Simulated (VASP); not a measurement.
# MgI2 (P-3m1) in VASP: notebook

MgI2 is run at these levels: PBE, r2SCAN; tasks: single point.

All numbers are computed with VASP 6.6.1; they aren't measurements. Logs are shortened: lines on timing, memory, paths and dates and some standing lists are left out, and cuts for length are marked.

## Step 1: The cell of the first run

The structure is trigonal, space group P-3m1 (No. 164). The conventional cell has a = 4.157 Å, b = 4.157 Å, c = 6.873 Å, α = 90.00°, β = 90.00°, γ = 120.00°. Within 3.8 Å of Mg (site symmetry -3m) lie 6 I at 2.92 Å. Within 3.8 Å of I (site symmetry 3m) lie 3 Mg at 2.92 Å.

## Step 2: Single point, PBE

Input file INCAR:

```
ALGO = Normal ; EDIFF = 1E-6
ENCUT = 520 ; GGA = PE
ISIF = 2 ; ISMEAR = 0
LASPH = True ; LCHARG = False
LREAL = False ; LWAVE = False
NBANDS = 15 ; NELM = 80
PREC = Accurate ; SIGMA = 0.01
```

Input file KPOINTS:

```
k-points
0
Gamma
  6 6 4
```

Input file POSCAR:

```
MgI2
1.0
    4.1572130612      0.0000000000      0.0000000000
   -2.0786065306      3.6002521199      0.0000000000
    0.0000000000      0.0000000000      6.8733253065
Mg I
1 2
Direct
    0.0000000000      0.0000000000      0.0000000000
    0.3333333333      0.6666666667      0.2426220900
    0.6666666667      0.3333333333      0.7573779100
```

Potentials or basis: VASP PAW PBE potentials, release 64 (Mg, I).

Started as:

```sh
cat potpaw_PBE.64/Mg/POTCAR potpaw_PBE.64/I/POTCAR > POTCAR
mpirun -np 1 vasp_std > vasp.out
```

OUTCAR:

```text
EDIFF = 1E-6
   ENCUT = 520
   GGA = PE
   ISIF = 2
   ISMEAR = 0
   LASPH = True
   LREAL = False
   NELM = 80
   PREC = Accurate

 ion  position               nearest neighbor table
   1  0.000  0.000  0.000-   2 2.92   3 2.92   2 2.92   3 2.92   3 2.92   2 2.92
   2  0.333  0.667  0.243-   1 2.92   1 2.92   1 2.92
   3  0.667  0.333  0.757-   1 2.92   1 2.92   1 2.92

  LATTYP: Found a hexagonal cell.
 ALAT       =     4.1572130612
 C/A-ratio  =     1.6533493004

  Lattice vectors:

 A1 = (   4.1572130612,   0.0000000000,   0.0000000000)
 A2 = (  -2.0786065306,   3.6002521199,   0.0000000000)
 A3 = (   0.0000000000,   0.0000000000,   6.8733253065)

Analysis of symmetry for initial positions (statically):
=====================================================================
 Subroutine PRICEL returns:
 Original cell was already a primitive cell.

 Routine SETGRP: Setting up the symmetry group for a
 hexagonal supercell.

 Subroutine GETGRP returns: Found 12 space group operations
 (whereof 12 operations were pure point group operations)
 out of a pool of 24 trial point group operations.

The static configuration has the point symmetry D_3d.

Analysis of symmetry for dynamics (positions and initial velocities):
=====================================================================
 Subroutine PRICEL returns:
 Original cell was already a primitive cell.

 Routine SETGRP: Setting up the symmetry group for a
 hexagonal supercell.

 Subroutine GETGRP returns: Found 12 space group operations
 (whereof 12 operations were pure point group operations)
 out of a pool of 24 trial point group operations.

The dynamic configuration has the point symmetry D_3d.

 Subroutine INISYM returns: Found 12 space group operations
 (whereof 12 operations are pure point group operations),
 and found     1 'primitive' translations

----------------------------------------------------------------------------------------

                                     Primitive cell

  volume of cell :     102.8732

  direct lattice vectors                    reciprocal lattice vectors
     4.157213061  0.000000000  0.000000000     0.240545766  0.138879163  0.000000000
    -2.078606531  3.600252120  0.000000000     0.000000000  0.277758325  0.000000000
[... 94 lines left out ...]
   POTIM  = 0.5000    time-step for ionic-motion
   TEBEG  =    0.0;   TEEND  =   0.0 temperature during run
   PSTRESS=    0.0 pullay stress
   NELECT =      16.0000    total number of electrons
   NUPDOWN=      -1.0000    fix difference up-down
   EMIN   =  10.00;   EMAX   =-10.00  energy-range for DOS
   EFERMI =   0.00;   METHOD = LEGACY
   ISMEAR =     0;   SIGMA  =   0.01  broadening in eV -4-tet -1-fermi 0-gaus
   EFERMI_NEDOS =   21; number of points for ismear=-14 and -15
   IALGO  =     38    algorithm
   IMIX   =      4    mixing-type and parameters
     AMIX     =   0.40;   BMIX     =  1.00
     AMIX_MAG =   1.60;   BMIX_MAG =  1.00
  volume/ion in A,a.u.               =      34.29       231.41
  Fermi-wavevector in a.u.,A,eV,Ry     =   0.880402  1.663718 10.545969  0.775107
  Thomas-Fermi vector in A             =   2.000757
   LORBIT       =      0    0 simple, 1 ext, 2 COOP (PROOUT), +10 PAW based schemes
   GGA     = PE    functional components
   LHFCALC =     F    Hartree Fock is set to
   AEXX    =    0.0000 exact exchange contribution
   IVDW    =     0    specifies the selected vdW correction
   LEPSILON=     F    determine dielectric tensor
   LRPA    =     F    only Hartree local field effects (RPA)
 non-spin polarized calculation
 Gauss-broadening in eV      SIGMA  =   0.01
  energy-cutoff  :      520.00
  volume of cell :      102.87
 maximum number of plane-waves:      2814
 NGX is ok and might be reduce to    32
   NGX = 15   NGY = 15   NGZ = 25

 number of electron      16.0000001 magnetization

 Free energy of the ion-electron system (eV)
  ---------------------------------------------------
  ext. energy  EPLUGINS =         0.00000000
  ---------------------------------------------------
  free energy    TOTEN  =        -7.69811247 eV

  energy without entropy =       -7.69811247  energy(sigma->0) =       -7.69811247

 E-fermi :   2.3784     XC(G=0):  -8.2010

 val. band max:        2.2914593599   @ k =   0.0000   0.0000   0.0000
 cond. band min:       5.7987004462   @ k =   0.5000  -0.0000   0.2500
 fundamental gap:      3.5072410863
 Fermi energy:         2.3783745057

 k-point     1 :       0.0000    0.0000    0.0000
  band No.  band energies     occupation
      1      -9.7826      2.00000
      2      -9.0752      2.00000
      3      -1.2440      2.00000
      4       1.8277      2.00000
      5       1.8277      2.00000
      6       2.2073      2.00000
      7       2.2073      2.00000
      8       2.2915      2.00000
      9       5.9665      0.00000
     10       7.0490      0.00000
     11       8.9675      0.00000
     12       8.9675      0.00000
     13       9.7604      0.00000
     14      10.4284      0.00000
[... 401 lines left out ...]
      2      -8.9023      2.00000
      3      -0.8788      2.00000
      4      -0.4752      2.00000
      5      -0.4752      2.00000
      6       0.0780      2.00000
      7       1.7408      2.00000
      8       1.7408      2.00000
      9       7.0786      0.00000
     10       8.0520      0.00000
     11       8.0520      0.00000
     12       9.6255      0.00000
     13      10.5872      0.00000
     14      10.8561      0.00000
     15      11.0857      0.00000

------------------------ aborting loop because EDIFF is reached ----------------------------------------

  FORCE on cell =-STRESS in cart. coord.  units (eV):
  Direction    XX          YY          ZZ          XY          YZ          ZX
  --------------------------------------------------------------------------------------
  -------------------------------------------------------------------------------------
  Total        0.6444399      0.6444399      0.7839878      0.0000000     -0.0000000      0.0000000
  in kB       10.0366998     10.0366998     12.2100595      0.0000000     -0.0000000      0.0000000
  external PRESSURE =      10.7611531 kB  Pullay stress =       0.0000000 kB

 VOLUME and BASIS-vectors are now :
 -----------------------------------------------------------------------------
  energy-cutoff  :      520.00
  volume of cell :      102.87
      direct lattice vectors                 reciprocal lattice vectors
     4.157213061  0.000000000  0.000000000     0.240545766  0.138879163  0.000000000
    -2.078606531  3.600252120  0.000000000     0.000000000  0.277758325  0.000000000
     0.000000000  0.000000000  6.873325306     0.000000000  0.000000000  0.145489986

 POSITION                                       TOTAL-FORCE (eV/Angst)
 -----------------------------------------------------------------------------------
      0.00000      0.00000      0.00000         0.000000      0.000000      0.000000
     -0.00000      2.40017      1.66762        -0.000000      0.000000      0.000587
      2.07861      1.20008      5.20570         0.000000     -0.000000     -0.000587
 -----------------------------------------------------------------------------------
    total drift:                                0.000000     -0.000000      0.000000

  FREE ENERGIE OF THE ION-ELECTRON SYSTEM (eV)
  ---------------------------------------------------
  free  energy   TOTEN  =        -7.6981124685 eV

  energy  without entropy=       -7.6981124685  energy(sigma->0) =       -7.69811247
```

OSZICAR:

```text
N       E                     dE             d eps       ncg     rms          rms(c)
DAV:   1     0.760625942246E+02    0.76063E+02   -0.59218E+03   720   0.847E+02
DAV:   2    -0.194636870303E+01   -0.78009E+02   -0.71214E+02   995   0.134E+02
DAV:   3    -0.773823358628E+01   -0.57919E+01   -0.57688E+01   958   0.413E+01
DAV:   4    -0.784865737698E+01   -0.11042E+00   -0.11042E+00  1001   0.678E+00
DAV:   5    -0.785009704930E+01   -0.14397E-02   -0.14396E-02   979   0.708E-01    0.400E+00
DAV:   6    -0.772358951770E+01    0.12651E+00   -0.11137E-01   853   0.171E+00    0.273E+00
DAV:   7    -0.769971367032E+01    0.23876E-01   -0.11994E-01   874   0.173E+00    0.742E-01
DAV:   8    -0.769797162305E+01    0.17420E-02   -0.76431E-03   818   0.498E-01    0.270E-01
DAV:   9    -0.769812145063E+01   -0.14983E-03   -0.10276E-03  1021   0.191E-01    0.995E-02
DAV:  10    -0.769810596586E+01    0.15485E-04   -0.38473E-05   888   0.433E-02    0.360E-02
DAV:  11    -0.769811185059E+01   -0.58847E-05   -0.14284E-05   916   0.236E-02    0.212E-02
DAV:  12    -0.769811246849E+01   -0.61790E-06   -0.52096E-07   787   0.449E-03
   1 F= -.76981125E+01 E0= -.76981125E+01  d E =-.610104E-37
```

stdout:

```text
POSCAR found type information on POSCAR MgI
 POSCAR found :  2 types and       3 ions
 scaLAPACK will be used
 LDA part: xc-table for (Slater+PW92), standard interpolation
 POSCAR, INCAR and KPOINTS ok, starting setup
 FFT: planning ... GRIDC
 FFT: planning ... GRID_SOFT
 FFT: planning ... GRID
 WAVECAR not read
 entering main loop
```

Wall time 18 s (1 thread of Intel Xeon Platinum 8488C (Sapphire Rapids), shared host); peak memory 0.23 GiB.

Results:

```
Free energy            : -7.6981 eV
Pressure               : 1.1 GPa
Band gap on the k mesh : 3.51 eV, indirect (least direct gap 3.67 eV)
```

Stress tensor (GPa, compression positive):
```
1.00 0.00 0.00
0.00 1.00 0.00
0.00 0.00 1.22
```

Caveat: spin-orbit coupling is left out, which moves the levels of the heavy elements; this functional lacks dispersion, which binds the layers, so the pressure and a relaxed spacing across them are unreliable.

## Step 3: Single point, PBE

Input file INCAR:

```
SYSTEM = MgI2
PREC     = Accurate       ! precision mode
ENCUT    = 520            ! plane-wave cutoff, eV
EDIFF    = 1E-7           ! SCF threshold, eV
ISMEAR   = 0              ! smearing method
SIGMA    = 0.01           ! smearing width, eV
LREAL    = .FALSE.        ! projectors in reciprocal space
LASPH    = .TRUE.         ! aspherical terms in the spheres
NELM     = 100            ! most SCF steps
ALGO     = Normal         ! electronic algorithm
ISIF     = 2              ! what is computed and relaxed
LWAVE    = .FALSE.        ! write WAVECAR
LCHARG   = .FALSE.        ! write CHGCAR
GGA      = PE             ! functional
NBANDS   = 15             ! bands
```

Input file KPOINTS:

```
regular mesh
0
G
  6 6 4
  0 0 0
```

POSCAR is that of step 2.

Potentials or basis: VASP PAW PBE potentials, release 64 (Mg, I).

Started as:

```sh
cat potpaw_PBE.64/Mg/POTCAR potpaw_PBE.64/I/POTCAR > POTCAR
mpirun -np 1 vasp_std > vasp.out
```

Wall time 21 s (1 thread of Intel Xeon Platinum 8488C (Sapphire Rapids), shared host); peak memory 0.23 GiB.

The run converged. Its results:

```yaml
Free_energy: -7.6981 eV
Pressure: 1.1 GPa
Band_gap_on_the_k_mesh: 3.51 eV, indirect (least direct gap 3.68 eV)
```

Stress tensor (GPa, compression positive):
```
1.01 0.00 0.00
0.00 1.01 0.00
0.00 0.00 1.22
```

Levels at points of the mesh, in eV from the valence-band top:
```tsv
k point	band 5	band 6	band 7	band 8	band 9	band 10	band 11	band 12
(0.00, 0.00, 0.00)	-0.46	-0.08	-0.08	0.00	3.68	4.76	6.68	6.68
(0.50, 0.00, 0.00)	-1.87	-1.39	-0.91	-0.46	3.62	5.31	5.51	6.93
(0.00, 0.00, 0.50)	-0.36	-0.36	-0.19	-0.19	4.63	4.84	6.49	6.49
(0.50, 0.00, 0.50)	-1.22	-1.13	-0.80	-0.70	3.52	5.20	5.68	6.06
```

Caveat: spin-orbit coupling is left out, which moves the levels of the heavy elements; this functional lacks dispersion, which binds the layers, so the pressure and a relaxed spacing across them are unreliable. A k mesh can miss the band edges.

## Step 4: Single point, r2SCAN

POSCAR is that of step 3.

Input file INCAR.step1:

```
SYSTEM = MgI2
PREC = Accurate
ENCUT = 520
ISMEAR = 0
SIGMA = 0.01
LREAL = .False.
LASPH = .True.
NELM = 100
NBANDS = 15
GGA = PE
ALGO = Normal
EDIFF = 1E-4
LWAVE = .True.
LCHARG = .False.
```

Input file INCAR.step2:

```
SYSTEM = MgI2
PREC = Accurate
ENCUT = 520
EDIFF = 1E-7
ISMEAR = 0
SIGMA = 0.01
LREAL = .False.
LASPH = .True.
NELM = 100
ALGO = Normal
ISIF = 2
LWAVE = .False.
LCHARG = .True.
METAGGA = R2SCAN
LMIXTAU = .True.
LELF = .True.
LVHAR = .True.
NBANDS = 15
ISTART = 1
```

Input file KPOINTS:

```
regular mesh
0
Gamma
  6 6 4
  0 0 0
```

Started as:

```sh
cat potpaw_PBE.64/Mg/POTCAR potpaw_PBE.64/I/POTCAR > POTCAR
cp INCAR.step1 INCAR
mpirun -np 1 vasp_std > vasp.out
cp INCAR.step2 INCAR
mpirun -np 1 vasp_std > vasp.out
```

Run time: 1.7 min. Hardware: 1 thread of Intel Xeon Platinum 8488C (Sapphire Rapids), shared host; peak memory 0.25 GiB.

Results (log left out):

```
Free energy            : -56.9252 eV
Pressure               : 0.5 GPa
Largest force          : 0.044 eV/Å
Band gap on the k mesh : 4.10 eV, indirect (least direct gap 4.48 eV)
```

Forces on the atoms (eV/Å):
```
Mg   0.000  0.000  0.000
I    0.000  0.000 -0.044
I    0.000  0.000  0.044
```

Levels at points of the mesh, in eV from the valence-band top:
```
           k point  band 5  band 6  band 7  band 8  band 9  band 10  band 11  band 12
(0.00, 0.00, 0.00)   -0.49   -0.09   -0.09    0.00    4.48     5.41     7.28     7.28
(0.50, 0.00, 0.00)   -1.90   -1.43   -0.92   -0.49    4.19     5.96     6.01     7.52
(0.00, 0.00, 0.50)   -0.39   -0.39   -0.20   -0.20    5.40     5.53     7.09     7.09
(0.50, 0.00, 0.50)   -1.25   -1.15   -0.83   -0.73    4.13     5.76     6.23     6.62
```

Caveat: the PAW data sets were made with another functional, which shifts forces and pressure a little; spin-orbit coupling is left out, which moves the levels of the heavy elements. r2SCAN opens gaps a little over a GGA but as a rule still falls short of measured ones.

## Step 5: Single point, r2SCAN

POSCAR is that of step 4.

Input file INCAR.step1:

```
PREC = Accurate ; ENCUT = 520
ISMEAR = 0 ; SIGMA = 0.01
LREAL = False ; LASPH = True
NELM = 100 ; NBANDS = 15
GGA = PE ; ALGO = Normal
EDIFF = 1E-4 ; LWAVE = True
LCHARG = False
```

Input file INCAR.step2:

```
PREC = Accurate ; ENCUT = 520
EDIFF = 1E-7 ; ISMEAR = 0
SIGMA = 0.01 ; LREAL = False
LASPH = True ; NELM = 100
ALGO = Normal ; ISIF = 2
LWAVE = False ; LCHARG = True
METAGGA = R2SCAN ; LMIXTAU = True
LELF = True ; LVHAR = True
NBANDS = 15 ; ISTART = 1
```

Input file KPOINTS:

```
regular mesh
0
Gamma
  6 6 4
```

Started as:

```sh
cat potpaw_PBE.64/Mg/POTCAR potpaw_PBE.64/I/POTCAR > POTCAR
cp INCAR.step1 INCAR
mpirun -np 1 vasp_std > vasp.out
cp INCAR.step2 INCAR
mpirun -np 1 vasp_std > vasp.out
```

It took 1.8 min on 1 thread of Intel Xeon Platinum 8488C (Sapphire Rapids), shared host; peak memory 0.25 GiB.

The run converged. Its results:

```yaml
Free_energy: -56.9252 eV
Pressure: 0.5 GPa
Largest_force: 0.044 eV/Å
Band_gap_on_the_k_mesh: 4.10 eV, indirect (least direct gap 4.48 eV)
```

Forces in eV/Å, atoms in the order of the input:
```
Mg   0.000  0.000  0.000
I    0.000  0.000 -0.044
I    0.000  0.000  0.044
```

Levels at points of the mesh, in eV from the valence-band top:
```csv
k point,band 5,band 6,band 7,band 8,band 9,band 10,band 11,band 12
"(0.00, 0.00, 0.00)",-0.49,-0.09,-0.09,0.00,4.48,5.41,7.28,7.28
"(0.50, 0.00, 0.00)",-1.90,-1.43,-0.92,-0.49,4.19,5.96,6.01,7.52
"(0.00, 0.00, 0.50)",-0.39,-0.39,-0.20,-0.20,5.40,5.53,7.09,7.09
"(0.50, 0.00, 0.50)",-1.25,-1.15,-0.83,-0.73,4.13,5.76,6.23,6.62
```

Caveat: the PAW data sets were made with another functional, which shifts forces and pressure a little; spin-orbit coupling is left out, which moves the levels of the heavy elements.
